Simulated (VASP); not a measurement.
# BiMo (WC type) (P-6m2) in VASP: a series of runs, part 2 of 2

VASP 6.6.1.

**4. Single point, PBEsol**

Contents of INCAR:

```
SYSTEM = BiMo
PREC     = Accurate       ! precision mode
ENCUT    = 500            ! plane-wave cutoff, eV
EDIFF    = 1E-6           ! SCF threshold, eV
ISMEAR   = -1             ! smearing method
SIGMA    = 0.05           ! smearing width, eV
LREAL    = .FALSE.        ! projectors in reciprocal space
LASPH    = .TRUE.         ! aspherical terms in the spheres
NELM     = 120            ! most SCF steps
ALGO     = Normal         ! electronic algorithm
ISIF     = 2              ! what is computed and relaxed
LWAVE    = .FALSE.        ! write WAVECAR
LCHARG   = .FALSE.        ! write CHGCAR
GGA      = PS             ! functional
NBANDS   = 22             ! bands
GGA_COMPAT= .FALSE.
```

Contents of KPOINTS:

```
regular mesh
0
G
  12 12 10
  0 0 0
```

Contents of POSCAR:

```
BiMo
1.0
    3.4040917974      0.0000000000      0.0000000000
   -1.7020458987      2.9480299734      0.0000000000
    0.0000000000      0.0000000000      4.0118263232
Mo Bi
1 1
Direct
    0.0000000000      0.0000000000      0.0000000000
    0.3333333333      0.6666666667      0.5000000000
```

Potentials or basis: VASP PAW PBE potentials, release 64 (Mo_sv, Bi_d).

Command:

```bash
$ cat potpaw_PBE.64/Mo_sv/POTCAR potpaw_PBE.64/Bi_d/POTCAR > POTCAR
$ mpirun -np 1 vasp_std > vasp.out
```

OUTCAR:

```text
SYSTEM = BiMo
   PREC = Accurate
   ENCUT = 500
   EDIFF = 1E-6
   ISMEAR = -1
   LREAL = .FALSE.
   LASPH = .TRUE.
   NELM = 120
   ISIF = 2
   GGA = PS

 ion  position               nearest neighbor table
   1  0.000  0.000  0.000-   2 2.81   2 2.81   2 2.81   2 2.81   2 2.81   2 2.81
   2  0.333  0.667  0.500-   1 2.81   1 2.81   1 2.81   1 2.81   1 2.81   1 2.81

  LATTYP: Found a hexagonal cell.
 ALAT       =     3.4040917974
 C/A-ratio  =     1.1785305926

  Lattice vectors:

 A1 = (   3.4040917974,   0.0000000000,   0.0000000000)
 A2 = (  -1.7020458987,   2.9480299734,   0.0000000000)
 A3 = (   0.0000000000,   0.0000000000,   4.0118263232)

Analysis of symmetry for initial positions (statically):
=====================================================================
 Subroutine PRICEL returns:
 Original cell was already a primitive cell.

 Routine SETGRP: Setting up the symmetry group for a
 hexagonal supercell.

 Subroutine GETGRP returns: Found 12 space group operations
 (whereof 12 operations were pure point group operations)
 out of a pool of 24 trial point group operations.

The static configuration has the point symmetry D_3h.

Analysis of symmetry for dynamics (positions and initial velocities):
=====================================================================
 Subroutine PRICEL returns:
 Original cell was already a primitive cell.

 Routine SETGRP: Setting up the symmetry group for a
 hexagonal supercell.

 Subroutine GETGRP returns: Found 12 space group operations
 (whereof 12 operations were pure point group operations)
 out of a pool of 24 trial point group operations.

The dynamic configuration has the point symmetry D_3h.

 Subroutine INISYM returns: Found 12 space group operations
 (whereof 12 operations are pure point group operations),
 and found     1 'primitive' translations

----------------------------------------------------------------------------------------

                                     Primitive cell

  volume of cell :      40.2601

  direct lattice vectors                    reciprocal lattice vectors
     3.404091797  0.000000000  0.000000000     0.293764111  0.169604788  0.000000000
    -1.702045899  2.948029973  0.000000000     0.000000000  0.339209577  0.000000000
     0.000000000  0.000000000  4.011826323     0.000000000  0.000000000  0.249263034

  length of vectors
     3.404091797  3.404091797  4.011826323     0.339209577  0.339209577  0.249263034

  position of ions in fractional coordinates (direct lattice)
     0.000000000  0.000000000  0.000000000
     0.333333333  0.666666667  0.500000000

  ion indices of the primitive-cell ions
   primitive index   ion index
                 1           1
                 2           2

----------------------------------------------------------------------------------------

 KPOINTS: regular mesh

Automatic generation of k-mesh.
 Grid dimensions read from file:
 generate k-points for:   12   12   10

 Generating k-lattice:

  Cartesian coordinates                     Fractional coordinates (reciprocal lattice)
     0.024480343  0.014133732  0.000000000     0.083333333  0.000000000  0.000000000
     0.000000000  0.028267465  0.000000000     0.000000000  0.083333333  0.000000000
     0.000000000  0.000000000  0.024926303     0.000000000  0.000000000  0.100000000

  Length of vectors
     0.028267465  0.028267465  0.024926303

  Shift w.r.t. Gamma in fractional coordinates (k-lattice)
     0.000000000  0.000000000  0.000000000

 Subroutine IBZKPT returns following result:
 ===========================================

 Found    114 irreducible k-points:

 Following reciprocal coordinates:
            Coordinates               Weight
  0.000000  0.000000  0.000000      1.000000
  0.083333  0.000000  0.000000      6.000000
  0.166667  0.000000  0.000000      6.000000
  0.250000  0.000000  0.000000      6.000000
  0.333333  0.000000  0.000000      6.000000
  0.416667  0.000000  0.000000      6.000000
[... 16 lines left out ...]
  0.250000  0.000000  0.100000     12.000000
  0.333333  0.000000  0.100000     12.000000
 [... further k-points ...]
   k-points           NKPTS =    114   k-points in BZ     NKDIM =    114   number of bands    NBANDS=     22
   number of dos      NEDOS =    301   number of ions     NIONS =      2
   total plane-waves  NPLWV =  23520
   dimension x,y,z NGX =    28 NGY =   28 NGZ =   30
   dimension x,y,z NGXF=    56 NGYF=   56 NGZF=   60
   ions per type =               1   1
   NGX,Y,Z   is equivalent  to a cutoff of  13.67, 13.67, 12.43 a.u.
   NGXF,Y,Z  is equivalent  to a cutoff of  27.35, 27.35, 24.86 a.u.
 SYSTEM =  BiMo
   PREC   = accura    normal or accurate (medium, high low for compatibility)
   ISTART =      0    job   : 0-new  1-cont  2-samecut
   ICHARG =      2    charge: 1-file 2-atom 10-const
   ISPIN  =      1    spin polarized calculation?
   LNONCOLLINEAR =      F non collinear calculations
   LSORBIT =      F    spin-orbit coupling
   LASPH  =      T    aspherical Exc in radial PAW
   ENCUT  =  500.0 eV  36.75 Ry    6.06 a.u.   6.21  6.21  7.31*2*pi/ulx,y,z
   NELM   =    120;   NELMIN=  2; NELMDL= -5     # of ELM steps
   EDIFF  = 0.1E-05   stopping-criterion for ELM
   LREAL  =      F    real-space projection
   EDIFFG = 0.1E-04   stopping-criterion for IOM
   NSW    =      0    number of steps for IOM
   IBRION =     -1    ionic relax: 0-MD 1-quasi-New 2-CG
   NFREE  =      0    steps in history (QN), initial steepest desc. (CG)
   ISIF   =      2    stress and relaxation
   ISYM   =      2    0-nonsym 1-usesym 2-fastsym
   POTIM  = 0.5000    time-step for ionic-motion
   TEBEG  =    0.0;   TEEND  =   0.0 temperature during run
   PSTRESS=    0.0 pullay stress
   NELECT =      29.0000    total number of electrons
   NUPDOWN=      -1.0000    fix difference up-down
   EMIN   =  10.00;   EMAX   =-10.00  energy-range for DOS
   EFERMI =   0.00;   METHOD = LEGACY
   ISMEAR =    -1;   SIGMA  =   0.05  broadening in eV -4-tet -1-fermi 0-gaus
   EFERMI_NEDOS =   21; number of points for ismear=-14 and -15
   IALGO  =     38    algorithm
   IMIX   =      4    mixing-type and parameters
     AMIX     =   0.40;   BMIX     =  1.00
     AMIX_MAG =   1.60;   BMIX_MAG =  1.00
  volume/ion in A,a.u.               =      20.13       135.84
  Fermi-wavevector in a.u.,A,eV,Ry     =   1.467515  2.773200 29.301491  2.153599
  Thomas-Fermi vector in A             =   2.583123
   LORBIT       =      0    0 simple, 1 ext, 2 COOP (PROOUT), +10 PAW based schemes
   GGA     = PS    functional components
   LHFCALC =     F    Hartree Fock is set to
   AEXX    =    0.0000 exact exchange contribution
   IVDW    =     0    specifies the selected vdW correction
   LEPSILON=     F    determine dielectric tensor
   LRPA    =     F    only Hartree local field effects (RPA)
 non-spin polarized calculation
  energy-cutoff  :      500.00
  volume of cell :       40.26
 maximum number of plane-waves:      1041
 NGX is ok and might be reduce to    28
   NGX = 13   NGY = 13   NGZ = 15

 number of electron      29.0000007 magnetization

 Free energy of the ion-electron system (eV)
  ---------------------------------------------------
  ext. energy  EPLUGINS =         0.00000000
  ---------------------------------------------------
  free energy    TOTEN  =       -14.62407768 eV

  energy without entropy =      -14.60601849  energy(sigma->0) =      -14.61504808

 E-fermi :  11.4188     XC(G=0): -12.3453

 val. band max:       11.4135620311   @ k =   0.2500   0.0000   0.2000
 cond. band min:      11.4267785126   @ k =   0.0833   0.0000   0.0000
 fundamental gap:      0.0132164815
 Fermi energy:        11.4188114235

 k-point     1 :       0.0000    0.0000    0.0000
  band No.  band energies     occupation
      1     -49.3945      2.00000
      2     -23.6131      2.00000
      3     -23.4505      2.00000
      4     -23.4505      2.00000
      5     -11.6269      2.00000
      6     -11.6269      2.00000
[... 14 lines left out ...]
     21      22.0308      0.00000
     22      22.0308      0.00000
[... 552 lines left out ...]
  band No.  band energies     occupation
      1     -49.3832      2.00000
      2     -23.6046      2.00000
      3     -23.5851      2.00000
      4     -23.4818      2.00000
      5     -11.6834      2.00000
      6     -11.5430      2.00000
[... 14 lines left out ...]
     21      21.5348      0.00000
     22      22.7927      0.00000

 [... further k-points ...]

------------------------ aborting loop because EDIFF is reached ----------------------------------------

  FORCE on cell =-STRESS in cart. coord.  units (eV):
  Direction    XX          YY          ZZ          XY          YZ          ZX
  --------------------------------------------------------------------------------------
  -------------------------------------------------------------------------------------
  Total        0.5650082      0.5650082      0.5820219     -0.0000000      0.0000000     -0.0000000
  in kB       22.4848528     22.4848528     23.1619242     -0.0000000      0.0000000     -0.0000000
  external PRESSURE =      22.7105433 kB  Pullay stress =       0.0000000 kB

 VOLUME and BASIS-vectors are now :
 -----------------------------------------------------------------------------
  energy-cutoff  :      500.00
  volume of cell :       40.26
      direct lattice vectors                 reciprocal lattice vectors
     3.404091797  0.000000000  0.000000000     0.293764111  0.169604788  0.000000000
    -1.702045899  2.948029973  0.000000000     0.000000000  0.339209577  0.000000000
     0.000000000  0.000000000  4.011826323     0.000000000  0.000000000  0.249263034

 POSITION                                       TOTAL-FORCE (eV/Angst)
 -----------------------------------------------------------------------------------
      0.00000      0.00000      0.00000         0.000000      0.000000      0.000000
     -0.00000      1.96535      2.00591        -0.000000      0.000000      0.000000
 -----------------------------------------------------------------------------------
    total drift:                                0.000000     -0.000000     -0.000000

  FREE ENERGIE OF THE ION-ELECTRON SYSTEM (eV)
  ---------------------------------------------------
  free  energy   TOTEN  =       -14.6240776802 eV

  energy  without entropy=      -14.6060184866  energy(sigma->0) =      -14.61504808
```

Wall time 91 s (1 thread of Oxide Virtual Turin-like, shared host); peak memory 0.2 GiB.

Results:

| Quantity | Value |
| --- | --- |
| Free energy | -14.6241 eV |
| Pressure | 2.3 GPa |
| Band gap on the k mesh | zero (an odd number of electrons rules out a gap without spin polarisation) |

Caveat: the PAW data sets were made with another functional, which shifts forces and pressure a little; spin-orbit coupling is left out, which moves the levels of the heavy elements.

**5. Summary**

| task | cell | gap on the mesh (eV) | pressure (GPa) |
| --- | --- | --- | --- |
| relaxation of cell and atoms | relaxed to 2.1 GPa from a = 3.404, b = 3.404, c = 4.011 Å, angles 90.0, 90.0, 120.0°, 2 atoms | none | 2.1 |
| single point | a = 3.404, b = 3.404, c = 4.011 Å, angles 90.0, 90.0, 120.0°, 2 atoms | none | 2.3 |
| single point | a = 3.404, b = 3.404, c = 4.012 Å, angles 90.0, 90.0, 120.0°, 2 atoms | none | 2.3 |

Alike in all rows: level PBEsol; potentials or basis VASP PAW PBE potentials, release 64 (Mo_sv, Bi_d); no spin polarisation; k mesh 12 × 12 × 10; cutoff (eV) 500; smearing fermi-dirac 0.05 eV.

Caveats: the PAW data sets were made with another functional, which shifts forces and pressure a little; spin-orbit coupling is left out, which moves the levels of the heavy elements; the cell is relaxed towards a set pressure, so the run minimises the enthalpy, not the energy (at least some runs).

Total energies depend on the potentials used, so only differences within one code and one set of settings carry meaning.
